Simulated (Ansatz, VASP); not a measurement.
**Mg in VASP and in Ansatz**

```xyz
4
Lattice="3.1996 0.0000 0.0000 0.0000 5.1809 0.0000 0.0000 0.0000 19.6945" Properties=species:S:1:pos:R:3 pbc="T T T"
Mg    0.0000    3.8857    8.1678
Mg    1.5998    1.2952    8.7757
Mg    1.5998    3.8857   10.9188
Mg    0.0000    1.2952   11.5267
```

Alike in both runs: functional PBE; k mesh 13 × 8 × 1; occupations fermi-dirac, width 0.08 eV; no spin polarisation.

Ansatz relaxed the structure, and its values are those at the end. VASP's run is a single point on that final structure, the one shown.

|  | VASP | Ansatz |
| --- | --- | --- |
| version | VASP 6.6.1 | Ansatz 0.2.0 |
| potentials or method | VASP PAW PBE potentials, release 64 (Mg), cutoff 520 eV | all-electron LAPW, scalar-relativistic |

Ansatz gave:

- rms of the force components (eV/Å): 0.002

Question: Which values does VASP return?

Answer: rms of the force components (eV/Å): 0.004.

Ansatz ran all-electron here, and VASP with PAW potentials.
